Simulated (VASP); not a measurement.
# MgF2 (P4_2/mnm) in VASP: a series of runs, part 2 of 2

VASP 6.6.1. The steps go on from the part before.

## (3) Relaxation of cell and atoms, PBE+D3(BJ)

This run uses another cell than the first one, of 10.73 Å³/atom.

Contents of INCAR:

```
  PREC = Accurate
  ENCUT = 600
  EDIFF = 1E-7
  ISMEAR = 0
  SIGMA = 0.02
  LREAL = F
  LASPH = T
  NELM = 120
  ALGO = Normal
  ISIF = 3
  LWAVE = F
  LCHARG = F
  GGA = PE
  IVDW = 12
  IBRION = 2
  NSW = 100
  EDIFFG = -0.005
  GGA_COMPAT = F
  NELMIN = 4
```

Contents of KPOINTS:

```
regular mesh
0
Gamma
  6 6 8
```

Contents of POSCAR:

```
MgF2
1.0
    4.6213000000      0.0000000000      0.0000000000
    0.0000000000      4.6213000000      0.0000000000
    0.0000000000      0.0000000000      3.0159000000
Mg F
2 4
Direct
    0.0000000000      0.0000000000      0.0000000000
    0.5000000000      0.5000000000      0.5000000000
    0.3028000000      0.3028000000      0.0000000000
    0.1972000000      0.8028000000      0.5000000000
    0.6972000000      0.6972000000      0.0000000000
    0.8028000000      0.1972000000      0.5000000000
```

Potentials or basis: VASP PAW PBE potentials, release 64 (Mg, F).

On the command line:

```bash
$ cat potpaw_PBE.64/Mg/POTCAR potpaw_PBE.64/F/POTCAR > POTCAR
$ mpirun -np 1 vasp_std > vasp.out
```

OUTCAR:

```text
PREC = Accurate
   ENCUT = 600
   EDIFF = 1E-7
   ISMEAR = 0
   LREAL = F
   LASPH = T
   NELM = 120
   ISIF = 3
   GGA = PE
   IVDW = 12
   IBRION = 2
   NSW = 100
   EDIFFG = -0.005
   NELMIN = 4
 IVDW          = 12

 ion  position               nearest neighbor table
   1  0.000  0.000  0.000-   3 1.98   5 1.98   4 1.98   6 1.98   4 1.98   6 1.98   2 3.60   2 3.60
                             2 3.60   2 3.60   2 3.60   2 3.60   2 3.60   2 3.60
   2  0.500  0.500  0.500-   4 1.98   6 1.98   5 1.98   3 1.98   3 1.98   5 1.98   1 3.60   1 3.60
                             1 3.60   1 3.60   1 3.60   1 3.60   1 3.60   1 3.60
   3  0.303  0.303  0.000-   1 1.98   2 1.98   2 1.98
   4  0.197  0.803  0.500-   2 1.98   1 1.98   1 1.98
   5  0.697  0.697  0.000-   1 1.98   2 1.98   2 1.98
   6  0.803  0.197  0.500-   2 1.98   1 1.98   1 1.98

  LATTYP: Found a simple tetragonal cell.
 ALAT       =     4.6213000000
 C/A-ratio  =     0.6526085733

  Lattice vectors:

 A1 = (   4.6213000000,   0.0000000000,   0.0000000000)
 A2 = (   0.0000000000,   4.6213000000,   0.0000000000)
 A3 = (   0.0000000000,   0.0000000000,   3.0159000000)

Analysis of symmetry for initial positions (statically):
=====================================================================
 Subroutine PRICEL returns:
 Original cell was already a primitive cell.

 Routine SETGRP: Setting up the symmetry group for a
 simple tetragonal supercell.

 Subroutine GETGRP returns: Found 16 space group operations
 (whereof  8 operations were pure point group operations)
 out of a pool of 16 trial point group operations.

The static configuration has the point symmetry D_2h.
 The point group associated with its full space group is D_4h.

Analysis of symmetry for dynamics (positions and initial velocities):
=====================================================================
 Subroutine PRICEL returns:
 Original cell was already a primitive cell.

 Routine SETGRP: Setting up the symmetry group for a
 simple tetragonal supercell.

 Subroutine GETGRP returns: Found 16 space group operations
 (whereof  8 operations were pure point group operations)
 out of a pool of 16 trial point group operations.

The dynamic configuration has the point symmetry D_2h.
 The point group associated with its full space group is D_4h.

 Subroutine INISYM returns: Found 16 space group operations
 (whereof  8 operations are pure point group operations),
 and found     1 'primitive' translations

----------------------------------------------------------------------------------------

                                     Primitive cell

  volume of cell :      64.4088

  direct lattice vectors                    reciprocal lattice vectors
     4.621300000  0.000000000  0.000000000     0.216389328  0.000000000  0.000000000
     0.000000000  4.621300000  0.000000000     0.000000000  0.216389328  0.000000000
     0.000000000  0.000000000  3.015900000     0.000000000  0.000000000  0.331575981

  length of vectors
     4.621300000  4.621300000  3.015900000     0.216389328  0.216389328  0.331575981

  position of ions in fractional coordinates (direct lattice)
     0.000000000  0.000000000  0.000000000
     0.500000000  0.500000000  0.500000000
     0.302800000  0.302800000  0.000000000
     0.197200000  0.802800000  0.500000000
     0.697200000  0.697200000  0.000000000
     0.802800000  0.197200000  0.500000000

  ion indices of the primitive-cell ions
   primitive index   ion index
                 1           1
                 2           2
                 3           3
                 4           4
                 5           5
                 6           6

----------------------------------------------------------------------------------------

 KPOINTS: regular mesh

Automatic generation of k-mesh.
 Grid dimensions read from file:
 generate k-points for:    6    6    8

 Generating k-lattice:

  Cartesian coordinates                     Fractional coordinates (reciprocal lattice)
     0.036064888  0.000000000  0.000000000     0.166666667  0.000000000  0.000000000
     0.000000000  0.036064888  0.000000000     0.000000000  0.166666667  0.000000000
     0.000000000  0.000000000  0.041446998     0.000000000  0.000000000  0.125000000

  Length of vectors
     0.036064888  0.036064888  0.041446998

  Shift w.r.t. Gamma in fractional coordinates (k-lattice)
     0.000000000  0.000000000  0.000000000

 Subroutine IBZKPT returns following result:
 ===========================================

 Found     50 irreducible k-points:

 Following reciprocal coordinates:
            Coordinates               Weight
  0.000000  0.000000  0.000000      1.000000
  0.166667  0.000000  0.000000      4.000000
  0.333333  0.000000  0.000000      4.000000
  0.500000  0.000000  0.000000      2.000000
  0.166667  0.166667  0.000000      4.000000
  0.333333  0.166667  0.000000      8.000000
[... 16 lines left out ...]
  0.333333  0.000000  0.250000      8.000000
  0.500000  0.000000  0.250000      4.000000
 [... further k-points ...]
   k-points           NKPTS =     50   k-points in BZ     NKDIM =     50   number of bands    NBANDS=     20
   number of dos      NEDOS =    301   number of ions     NIONS =      6
   total plane-waves  NPLWV =  38400
   dimension x,y,z NGX =    40 NGY =   40 NGZ =   24
   dimension x,y,z NGXF=    80 NGYF=   80 NGZF=   48
   ions per type =               2   4
   NGX,Y,Z   is equivalent  to a cutoff of  14.39, 14.39, 13.23 a.u.
   NGXF,Y,Z  is equivalent  to a cutoff of  28.78, 28.78, 26.46 a.u.
 SYSTEM =  unknown system
   PREC   = accura    normal or accurate (medium, high low for compatibility)
   ISTART =      0    job   : 0-new  1-cont  2-samecut
   ICHARG =      2    charge: 1-file 2-atom 10-const
   ISPIN  =      1    spin polarized calculation?
   LNONCOLLINEAR =      F non collinear calculations
   LSORBIT =      F    spin-orbit coupling
   LASPH  =      T    aspherical Exc in radial PAW
   ENCUT  =  600.0 eV  44.10 Ry    6.64 a.u.   9.23  9.23  6.02*2*pi/ulx,y,z
   NELM   =    120;   NELMIN=  4; NELMDL= -5     # of ELM steps
   EDIFF  = 0.1E-06   stopping-criterion for ELM
   LREAL  =      F    real-space projection
   EDIFFG = -.5E-02   stopping-criterion for IOM
   NSW    =    100    number of steps for IOM
   IBRION =      2    ionic relax: 0-MD 1-quasi-New 2-CG
   NFREE  =      1    steps in history (QN), initial steepest desc. (CG)
   ISIF   =      3    stress and relaxation
   ISYM   =      2    0-nonsym 1-usesym 2-fastsym
   POTIM  = 0.5000    time-step for ionic-motion
   TEBEG  =    0.0;   TEEND  =   0.0 temperature during run
   PSTRESS=    0.0 pullay stress
   NELECT =      32.0000    total number of electrons
   NUPDOWN=      -1.0000    fix difference up-down
   EMIN   =  10.00;   EMAX   =-10.00  energy-range for DOS
   EFERMI =   0.00;   METHOD = LEGACY
   ISMEAR =     0;   SIGMA  =   0.02  broadening in eV -4-tet -1-fermi 0-gaus
   EFERMI_NEDOS =   21; number of points for ismear=-14 and -15
   IALGO  =     38    algorithm
   IMIX   =      4    mixing-type and parameters
     AMIX     =   0.40;   BMIX     =  1.00
     AMIX_MAG =   1.60;   BMIX_MAG =  1.00
  volume/ion in A,a.u.               =      10.73        72.44
  Fermi-wavevector in a.u.,A,eV,Ry     =   1.296611  2.450240 22.874119  1.681200
  Thomas-Fermi vector in A             =   2.428056
   LORBIT       =      0    0 simple, 1 ext, 2 COOP (PROOUT), +10 PAW based schemes
   GGA     = PE    functional components
   LHFCALC =     F    Hartree Fock is set to
   AEXX    =    0.0000 exact exchange contribution
   IVDW    =    12    specifies the selected vdW correction
   LEPSILON=     F    determine dielectric tensor
   LRPA    =     F    only Hartree local field effects (RPA)
 conjugate gradient relaxation of ions
 non-spin polarized calculation
 Gauss-broadening in eV      SIGMA  =   0.02
  energy-cutoff  :      600.00
  volume of cell :       64.41
 maximum number of plane-waves:      2176
 NGX is ok and might be reduce to    40
   NGX = 19   NGY = 19   NGZ = 13

--------------------------------------- Ionic step        1  -------------------------------------------

 number of electron      32.0000013 magnetization

 Free energy of the ion-electron system (eV)
  ---------------------------------------------------
  ext. energy  EPLUGINS =         0.00000000
  ---------------------------------------------------
  free energy    TOTEN  =       -31.49150097 eV

  energy without entropy =      -31.49150097  energy(sigma->0) =      -31.49150097

------------------------ aborting loop because EDIFF is reached ----------------------------------------

 Edisp (eV)   -0.89166

 E8    (eV) :    -0.3256
[... 167 lines left out ...]
--------------------------------------- Ionic step        5  -------------------------------------------

 number of electron      32.0000023 magnetization

 Free energy of the ion-electron system (eV)
  ---------------------------------------------------
  ext. energy  EPLUGINS =         0.00000000
  ---------------------------------------------------
  free energy    TOTEN  =       -31.53239166 eV

  energy without entropy =      -31.53239166  energy(sigma->0) =      -31.53239166

 E-fermi :  -1.1839     XC(G=0):  -9.6714

 val. band max:       -1.2854739380   @ k =   0.0000   0.0000   0.0000
 cond. band min:       5.7232221961   @ k =   0.0000   0.0000   0.0000
 fundamental gap:      7.0086961341
 Fermi energy:        -1.1839242087

 k-point     1 :       0.0000    0.0000    0.0000
  band No.  band energies     occupation
      1     -21.9867      2.00000
      2     -21.2065      2.00000
      3     -21.2065      2.00000
      4     -21.1168      2.00000
      5      -5.3121      2.00000
      6      -3.7328      2.00000
[... 541 lines left out ...]
     19      13.1807      0.00000
     20      13.1807      0.00000

 [... further k-points ...]

------------------------ aborting loop because EDIFF is reached ----------------------------------------

 Edisp (eV)   -0.86846

 E8    (eV) :    -0.3173
[... 29 lines left out ...]
  FREE ENERGIE OF THE ION-ELECTRON SYSTEM (eV)
  ---------------------------------------------------
  free  energy   TOTEN  =       -32.4008525727 eV

  energy  without entropy=      -32.4008525727  energy(sigma->0) =      -32.40085257

 reached required accuracy - stopping structural energy minimisation
```

Wall time 6.2 min (1 thread of Oxide Virtual Turin-like, shared host); peak memory 0.21 GiB.

Results:

```yaml
Free_energy: -32.4009 eV
Relaxed_volume: 11.01 Å³/atom
Relaxed_cell: a = 4.642 Å, b = 4.642 Å, c = 3.067 Å, α = 90.00°, β = 90.00°, γ = 90.00°
Space_group_after_relaxing_to_0.1_Å: P4_2/mnm (No. 136)
Energy_gained_by_relaxing: 2.9 meV/atom
Ionic_steps: 5
Pressure_after_relaxing: 0.0 GPa
Largest_force_after_relaxing: 0.004 eV/Å
Band_gap_on_the_k_mesh: 7.01 eV
Dispersion_energy_per_atom: -0.145 eV
```

Forces in eV/Å, atoms in the order of the input:
```
Mg   0.000  0.000  0.000
Mg   0.000  0.000  0.000
F   -0.003 -0.003  0.000
F    0.003 -0.003  0.000
F    0.003  0.003  0.000
F   -0.003  0.003  0.000
```

Step by step:
| step | energy change (eV) | largest force (eV/Å) | pressure (GPa) | volume (Å³) |
| --- | --- | --- | --- | --- |
| 1 | 0.0000 | 0.0563 | 2.85 | 64.41 |
| 2 | -0.0169 | 0.0330 | -0.18 | 66.21 |
| 3 | -0.0169 | 0.0300 | -0.07 | 66.14 |
| 4 | -0.0174 | 0.0178 | -0.05 | 66.12 |
| 5 | -0.0177 | 0.0037 | 0.00 | 66.09 |

Final structure:
```
Mg F
1.0
     4.64171    0.00000    0.00000
     0.00000    4.64171    0.00000
     0.00000    0.00000    3.06728
Mg F
2 4
Direct
  0.00000 0.00000 0.00000
  0.50000 0.50000 0.50000
  0.30299 0.30299 0.00000
  0.19701 0.80299 0.50000
  0.69701 0.69701 0.00000
  0.80299 0.19701 0.50000
```

A k mesh can miss the band edges. PBE gaps usually lie below the measured ones, often by a third to a half.
